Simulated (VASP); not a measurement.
# CdH2O2 (Cm) in VASP: a series of runs, part 2 of 2

VASP 6.6.1.

### 3 Single point, PBEsol

The input, INCAR:

```
SYSTEM = CdH2O2
PREC = Accurate
ENCUT = 520
EDIFF = 1E-6
ISMEAR = 0
SIGMA = 0.05
LREAL = .False.
LASPH = .True.
NELM = 80
ALGO = Normal
ISIF = 2
LWAVE = .False.
LCHARG = .True.
GGA = PS
LELF = .True.
LVHAR = .True.
NBANDS = 21
```

The input, KPOINTS:

```
Automatic mesh
0
Gamma
  9 9 6
  0 0 0
```

The input, POSCAR:

```
CdH2O2
1.0
    3.8398216553      0.0000000000      0.0000000000
   -1.9199108277      3.3253830995      0.0000000000
    0.0000000000      0.0000000000      4.4413930000
Cd H O
1 2 2
Direct
    0.3333333333      0.6666666667      0.9873000000
    0.0000000000      0.0000000000      0.0080770000
    0.6666666667      0.3333333333      0.4318850000
   -0.0209197088     -0.0104598544      0.7925046184
    0.6457469579      0.3228734789      0.2182046184
```

Potentials or basis: VASP PAW PBE potentials, release 64 (Cd, H, O).

Command:

```sh
$ cat potpaw_PBE.64/Cd/POTCAR potpaw_PBE.64/H/POTCAR potpaw_PBE.64/O/POTCAR > POTCAR
$ mpirun -np 1 vasp_std > vasp.out
```

OUTCAR:

```text
SYSTEM = CdH2O2
   PREC = Accurate
   ENCUT = 520
   EDIFF = 1E-6
   ISMEAR = 0
   LREAL = .False.
   LASPH = .True.
   NELM = 80
   ISIF = 2
   GGA = PS

 ion  position               nearest neighbor table
   1  0.333  0.667  0.987-   2 2.22   2 2.22   2 2.22   4 2.32   5 2.41   5 2.41   4 2.41   4 2.41
                             5 2.51
   2  0.000  0.000  0.008-   4 0.96   1 2.22   1 2.22   1 2.22
   3  0.667  0.333  0.432-   5 0.95
   4  0.979  0.990  0.793-   2 0.96   1 2.32   1 2.41   1 2.41
   5  0.646  0.323  0.218-   3 0.95   1 2.41   1 2.41   1 2.51

  LATTYP: Found a hexagonal cell.
 ALAT       =     3.8398216553
 C/A-ratio  =     1.1566664806

  Lattice vectors:

 A1 = (   3.8398216553,   0.0000000000,   0.0000000000)
 A2 = (  -1.9199108277,   3.3253830995,   0.0000000000)
 A3 = (   0.0000000000,   0.0000000000,   4.4413930000)

Analysis of symmetry for initial positions (statically):
=====================================================================
 Subroutine PRICEL returns:
 Original cell was already a primitive cell.

[... 171 lines left out ...]
  ---------------------------------------------------
  free energy    TOTEN  =       -22.46551347 eV

  energy without entropy =      -22.46551347  energy(sigma->0) =      -22.46551347

 E-fermi :  -0.7081     XC(G=0):  -9.4306

 val. band max:       -1.0135559456   @ k =   0.0000   0.4444   0.0000
 cond. band min:       0.1677990692   @ k =   0.0000   0.0000   0.0000
 fundamental gap:      1.1813550147
 Fermi energy:        -0.7081351279

 k-point     1 :       0.0000    0.0000    0.0000
  band No.  band energies     occupation
      1     -19.4050      2.00000
      2     -18.3243      2.00000
      3      -7.9647      2.00000
      4      -7.7482      2.00000
      5      -7.7300      2.00000
      6      -7.1533      2.00000
[... 565 lines left out ...]
     20      12.0013      0.00000
     21      13.0368      0.00000

 [... further k-points ...]
[... 5 lines left out ...]
  --------------------------------------------------------------------------------------
  -------------------------------------------------------------------------------------
  Total       -1.7271212     -1.6868206      1.9288173     -0.0349014     -0.0250834     -0.0434507
  in kB      -48.7934434    -47.6548958     54.4916222     -0.9860112     -0.7086396     -1.2275396
  external PRESSURE =     -13.9855723 kB  Pullay stress =       0.0000000 kB

 VOLUME and BASIS-vectors are now :
 -----------------------------------------------------------------------------
  energy-cutoff  :      520.00
  volume of cell :       56.71
      direct lattice vectors                 reciprocal lattice vectors
     3.839821655  0.000000000  0.000000000     0.260428762  0.150358616  0.000000000
    -1.919910828  3.325383100  0.000000000     0.000000000  0.300717232  0.000000000
     0.000000000  0.000000000  4.441393000     0.000000000  0.000000000  0.225154586

 POSITION                                       TOTAL-FORCE (eV/Angst)
 -----------------------------------------------------------------------------------
     -0.00000      2.21692      4.38499        -0.178966     -0.103326      0.044452
      0.00000      0.00000      0.03587         0.099835      0.057640      1.503607
      1.91991      1.10846      1.91817         0.012901      0.007448      1.473231
      1.85966      3.29060      3.51982         0.049443      0.028546     -1.105338
      1.85966      1.07368      0.96913         0.016787      0.009692     -1.915952
 -----------------------------------------------------------------------------------
    total drift:                                0.000017      0.000011     -0.000115

  FREE ENERGIE OF THE ION-ELECTRON SYSTEM (eV)
  ---------------------------------------------------
  free  energy   TOTEN  =       -22.4655134727 eV

  energy  without entropy=      -22.4655134727  energy(sigma->0) =      -22.46551347
```

stdout:

```text
POSCAR found type information on POSCAR CdH O
 POSCAR found :  3 types and       5 ions
 scaLAPACK will be used
 -----------------------------------------------------------------------------
|                                                                             |
|                                                                             |
|     You enforced a specific xc type in the INCAR file but a different       |
|     I HOPE YOU KNOW WHAT YOU ARE DOING!                                     |
|                                                                             |
 -----------------------------------------------------------------------------

 LDA part: xc-table for (Slater+PW92), standard interpolation
 POSCAR, INCAR and KPOINTS ok, starting setup
 FFT: planning ... GRIDC
 FFT: planning ... GRID_SOFT
 FFT: planning ... GRID
 WAVECAR not read
 entering main loop
```

It took 2.6 min on 1 thread of Oxide Virtual Turin-like, shared host; peak memory 0.26 GiB.

Results:

```yaml
Free_energy: -22.4655 eV
Pressure: -1.4 GPa
Largest_force: 1.916 eV/Å
Band_gap_on_the_k_mesh: 1.18 eV (least direct gap 1.70 eV)
```

Forces on the atoms (eV/Å):
```
Cd  -0.179 -0.103  0.044
H    0.100  0.058  1.504
H    0.013  0.007  1.473
O    0.049  0.029 -1.105
O    0.017  0.010 -1.916
```

Levels at points of the mesh, in eV from the valence-band top:
| k point | band 11 | band 12 | band 13 | band 14 | band 15 | band 16 |
| --- | --- | --- | --- | --- | --- | --- |
| (0.00, 0.00, 0.00) | -0.92 | -0.53 | -0.51 | 1.18 | 6.25 | 10.11 |
| (0.00, 0.00, 0.50) | -1.03 | -0.38 | -0.35 | 2.98 | 4.71 | 10.54 |

Caveat: the cell differs from its parent crystal (all O atoms moved +0.075 Å, as atom 4 towards its neighbour atom 1 (Cd) at 2.390 Å); the stress differs along the axes, from -5 to 5 GPa; the PAW data sets were made with another functional, which shifts forces and pressure a little. A k mesh can miss the band edges.

### 4 Single point, PBEsol

The input, INCAR:

```
SYSTEM = CdH2O2
PREC     = Accurate       ! precision mode
ENCUT    = 520            ! plane-wave cutoff, eV
EDIFF    = 1E-6           ! SCF threshold, eV
ISMEAR   = 0              ! smearing method
SIGMA    = 0.05           ! smearing width, eV
LREAL    = .False.        ! projectors in reciprocal space
LASPH    = .True.         ! aspherical terms in the spheres
NELM     = 60             ! most SCF steps
ALGO     = Normal         ! electronic algorithm
ISIF     = 2              ! what is computed and relaxed
LWAVE    = .False.        ! write WAVECAR
LCHARG   = .False.        ! write CHGCAR
GGA      = PS             ! functional
NBANDS   = 21             ! bands
```

The input, KPOINTS:

```
regular mesh
0
Gamma
  9 9 6
  0 0 0
```

POSCAR: that of step 3 with these lines changed.

```diff
@@ -11,3 +11,3 @@
     0.6666666667      0.3333333333      0.4318850000
-   -0.0209197088     -0.0104598544      0.7925046184
-    0.6457469579      0.3228734789      0.2182046184
+    0.0139464725      0.0069732363      0.7819869210
+    0.6806131392      0.3403065696      0.2076869210
```

Command:

```sh
$ cat potpaw_PBE.64/Cd/POTCAR potpaw_PBE.64/H/POTCAR potpaw_PBE.64/O/POTCAR > POTCAR
$ mpirun -np 1 vasp_std > vasp.out
```

It took 2.4 min on 1 thread of Oxide Virtual Turin-like, shared host; peak memory 0.26 GiB.

Results (log left out):

| Quantity | Value |
| --- | --- |
| Free energy | -22.5048 eV |
| Pressure | -5.2 GPa |
| Largest force | 0.915 eV/Å |
| Band gap on the k mesh | 1.09 eV (least direct gap 1.60 eV) |

Forces on the atoms (eV/Å):
```
Cd   0.117  0.068 -0.098
H    0.010  0.006 -0.520
H    0.081  0.047 -0.680
O   -0.079 -0.045  0.910
O   -0.130 -0.075  0.388
```

Stress tensor (GPa, compression positive):
```
-4.85  0.19  0.41
 0.19 -5.07  0.24
 0.41  0.24 -5.80
```

Levels at points of the mesh, in eV from the valence-band top:
| k point | band 10 | band 11 | band 12 | band 13 | band 14 | band 15 | band 16 | band 17 |
| --- | --- | --- | --- | --- | --- | --- | --- | --- |
| (0.00, 0.00, 0.00) | -0.95 | -0.94 | -0.53 | -0.52 | 1.09 | 5.98 | 9.88 | 10.68 |
| (0.00, 0.00, 0.50) | -1.06 | -1.06 | -0.38 | -0.36 | 2.98 | 4.68 | 9.93 | 10.71 |

Caveat: the cell differs from its parent crystal (all O atoms moved -0.050 Å, as atom 4 towards its neighbour atom 1 (Cd) at 2.390 Å); the cell stands under tension; the PAW data sets were made with another functional, which shifts forces and pressure a little.

### 5 Single point, PBEsol

The input, INCAR:

```
PREC = Accurate
ENCUT = 520
EDIFF = 1E-6
ISMEAR = 0
SIGMA = 0.05
LREAL = F
LASPH = T
NELM = 100
ALGO = Normal
ISIF = 2
LWAVE = F
LCHARG = F
GGA = PS
NBANDS = 21
```

The input, KPOINTS:

```
Automatic mesh
0
Gamma
  9 9 6
```

POSCAR: that of step 4 with these lines changed.

```diff
@@ -11,3 +11,3 @@
     0.6666666667      0.3333333333      0.4318850000
-    0.0139464725      0.0069732363      0.7819869210
-    0.6806131392      0.3403065696      0.2076869210
+   -0.0069732363     -0.0034866181      0.7882975395
+    0.6596934304      0.3298467152      0.2139975395
```

Potentials or basis: VASP PAW PBE potentials, release 64 (Cd, H, O).

Command:

```sh
$ cat potpaw_PBE.64/Cd/POTCAR potpaw_PBE.64/H/POTCAR potpaw_PBE.64/O/POTCAR > POTCAR
$ mpirun -np 1 vasp_std > vasp.out
```

OUTCAR:

```text
PREC = Accurate
   ENCUT = 520
   EDIFF = 1E-6
   ISMEAR = 0
   LREAL = F
   LASPH = T
   NELM = 100
   ISIF = 2
   GGA = PS

 ion  position               nearest neighbor table
   1  0.333  0.667  0.987-   2 2.22   2 2.22   2 2.22   4 2.37   4 2.40   4 2.40   5 2.42   5 2.42
                             5 2.46
   2  0.000  0.000  0.008-   4 0.98   1 2.22   1 2.22   1 2.22
   3  0.667  0.333  0.432-   5 0.97
   4  0.993  0.997  0.788-   2 0.98   1 2.37   1 2.40   1 2.40
   5  0.660  0.330  0.214-   3 0.97   1 2.42   1 2.42   1 2.46

  LATTYP: Found a hexagonal cell.
 ALAT       =     3.8398216553
 C/A-ratio  =     1.1566664806

  Lattice vectors:

 A1 = (   3.8398216553,   0.0000000000,   0.0000000000)
 A2 = (  -1.9199108277,   3.3253830995,   0.0000000000)
 A3 = (   0.0000000000,   0.0000000000,   4.4413930000)

Analysis of symmetry for initial positions (statically):
=====================================================================
 Subroutine PRICEL returns:
 Original cell was already a primitive cell.

 Routine SETGRP: Setting up the symmetry group for a
 hexagonal supercell.

 Subroutine GETGRP returns: Found  2 space group operations
 (whereof  2 operations were pure point group operations)
 out of a pool of 24 trial point group operations.

The static configuration has the point symmetry C_1h.

Analysis of symmetry for dynamics (positions and initial velocities):
=====================================================================
 Subroutine PRICEL returns:
 Original cell was already a primitive cell.

 Routine SETGRP: Setting up the symmetry group for a
 hexagonal supercell.

 Subroutine GETGRP returns: Found  2 space group operations
 (whereof  2 operations were pure point group operations)
 out of a pool of 24 trial point group operations.

[... 118 lines left out ...]
   NUPDOWN=      -1.0000    fix difference up-down
   EMIN   =  10.00;   EMAX   =-10.00  energy-range for DOS
   EFERMI =   0.00;   METHOD = LEGACY
   ISMEAR =     0;   SIGMA  =   0.05  broadening in eV -4-tet -1-fermi 0-gaus
   EFERMI_NEDOS =   21; number of points for ismear=-14 and -15
   IALGO  =     38    algorithm
   IMIX   =      4    mixing-type and parameters
     AMIX     =   0.40;   BMIX     =  1.00
     AMIX_MAG =   1.60;   BMIX_MAG =  1.00
  volume/ion in A,a.u.               =      11.34        76.54
  Fermi-wavevector in a.u.,A,eV,Ry     =   1.262337  2.385471 21.680810  1.593495
  Thomas-Fermi vector in A             =   2.395750
   LORBIT       =      0    0 simple, 1 ext, 2 COOP (PROOUT), +10 PAW based schemes
   GGA     = PS    functional components
   LHFCALC =     F    Hartree Fock is set to
   AEXX    =    0.0000 exact exchange contribution
   IVDW    =     0    specifies the selected vdW correction
   LEPSILON=     F    determine dielectric tensor
   LRPA    =     F    only Hartree local field effects (RPA)
 non-spin polarized calculation
 Gauss-broadening in eV      SIGMA  =   0.05
  energy-cutoff  :      520.00
  volume of cell :       56.71
 maximum number of plane-waves:      1554
 NGX is ok and might be reduce to    30
   NGX = 15   NGY = 15   NGZ = 17

 number of electron      26.0000009 magnetization

 Free energy of the ion-electron system (eV)
  ---------------------------------------------------
  ext. energy  EPLUGINS =         0.00000000
  ---------------------------------------------------
  free energy    TOTEN  =       -22.50955404 eV

  energy without entropy =      -22.50955404  energy(sigma->0) =      -22.50955404

 E-fermi :  -0.7811     XC(G=0):  -9.4448

 val. band max:       -0.9916757081   @ k =   0.0000   0.4444   0.0000
 cond. band min:       0.1526264421   @ k =   0.0000   0.0000   0.0000
 fundamental gap:      1.1443021502
 Fermi energy:        -0.7810887499

 k-point     1 :       0.0000    0.0000    0.0000
  band No.  band energies     occupation
      1     -19.2776      2.00000
      2     -18.2170      2.00000
      3      -7.9241      2.00000
      4      -7.7390      2.00000
      5      -7.7378      2.00000
      6      -7.1356      2.00000
[... 565 lines left out ...]
     20      12.0089      0.00000
     21      12.9757      0.00000

 [... further k-points ...]
[... 5 lines left out ...]
  --------------------------------------------------------------------------------------
  -------------------------------------------------------------------------------------
  Total       -1.7852406     -1.7599645      0.3587143     -0.0218898     -0.0218386     -0.0378267
  in kB      -50.4353924    -49.7213075     10.1341487     -0.6184156     -0.6169682     -1.0686535
  external PRESSURE =     -30.0075170 kB  Pullay stress =       0.0000000 kB

 VOLUME and BASIS-vectors are now :
 -----------------------------------------------------------------------------
  energy-cutoff  :      520.00
  volume of cell :       56.71
      direct lattice vectors                 reciprocal lattice vectors
     3.839821655  0.000000000  0.000000000     0.260428762  0.150358616  0.000000000
    -1.919910828  3.325383100  0.000000000     0.000000000  0.300717232  0.000000000
     0.000000000  0.000000000  4.441393000     0.000000000  0.000000000  0.225154586

 POSITION                                       TOTAL-FORCE (eV/Angst)
 -----------------------------------------------------------------------------------
     -0.00000      2.21692      4.38499        -0.057776     -0.033357     -0.016068
      0.00000      0.00000      0.03587         0.017516      0.010113      0.688892
      1.91991      1.10846      1.91817        -0.014432     -0.008332      0.605623
      1.89983      3.31379      3.50114         0.025229      0.014566     -0.281367
      1.89983      1.09687      0.95045         0.029463      0.017010     -0.997080
 -----------------------------------------------------------------------------------
    total drift:                                0.000013      0.000005      0.000113

  FREE ENERGIE OF THE ION-ELECTRON SYSTEM (eV)
  ---------------------------------------------------
  free  energy   TOTEN  =       -22.5095540368 eV

  energy  without entropy=      -22.5095540368  energy(sigma->0) =      -22.50955404
```

stdout:

```text
POSCAR found type information on POSCAR CdH O
 POSCAR found :  3 types and       5 ions
 scaLAPACK will be used
 -----------------------------------------------------------------------------
|                                                                             |
|                                                                             |
|     You enforced a specific xc type in the INCAR file but a different       |
|     I HOPE YOU KNOW WHAT YOU ARE DOING!                                     |
|                                                                             |
 -----------------------------------------------------------------------------

 LDA part: xc-table for (Slater+PW92), standard interpolation
 POSCAR, INCAR and KPOINTS ok, starting setup
 FFT: planning ... GRIDC
 FFT: planning ... GRID_SOFT
 FFT: planning ... GRID
 WAVECAR not read
 entering main loop
```

Run time: 3.4 min. Hardware: 1 thread of Oxide Virtual Turin-like, shared host; peak memory 0.26 GiB.

What came out:

```
Free energy            : -22.5096 eV
Pressure               : -3.0 GPa
Largest force          : 0.998 eV/Å
Band gap on the k mesh : 1.14 eV (least direct gap 1.66 eV)
```

Forces on the atoms (eV/Å):
```
Cd  -0.058 -0.033 -0.016
H    0.018  0.010  0.689
H   -0.014 -0.008  0.606
O    0.025  0.015 -0.281
O    0.029  0.017 -0.997
```

Levels at points of the mesh, in eV from the valence-band top:
| k point | band 11 | band 12 | band 13 | band 14 | band 15 | band 16 |
| --- | --- | --- | --- | --- | --- | --- |
| (0.00, 0.00, 0.00) | -0.93 | -0.53 | -0.52 | 1.14 | 6.14 | 10.04 |
| (0.00, 0.00, 0.50) | -1.05 | -0.37 | -0.36 | 2.98 | 4.69 | 10.33 |

Caveat: the cell differs from its parent crystal (all O atoms moved +0.025 Å, as atom 4 towards its neighbour atom 1 (Cd) at 2.390 Å); the stress differs along the axes, from -5 to 1 GPa; the PAW data sets were made with another functional, which shifts forces and pressure a little. A k mesh can miss the band edges.

### 6 Overview

```tsv
cell	gap on the mesh (eV)	pressure (GPa)	largest force (eV/Å)
as given, atomic positions A	1.05	-6.5	1.64
as given, atomic positions B	1.18	-1.4	1.92
as given, atomic positions C	1.09	-5.2	0.91
as given, atomic positions D	1.14	-3.0	1.00
```

Alike in all rows: task single point; level PBEsol; potentials or basis VASP PAW PBE potentials, release 64 (Cd, H, O); no spin polarisation; k mesh 9 × 9 × 6; cutoff (eV) 520; smearing gaussian 0.05 eV.

Caveats: the PAW data sets were made with another functional, which shifts forces and pressure a little; the stress differs along the axes, from -10 to -4 GPa (at least some runs); the stress differs along the axes, from -5 to 5 GPa (at least some runs); the cell stands under tension (at least some runs); the stress differs along the axes, from -5 to 1 GPa (at least some runs).

Absolute energies hang on the potentials; compare differences alone.
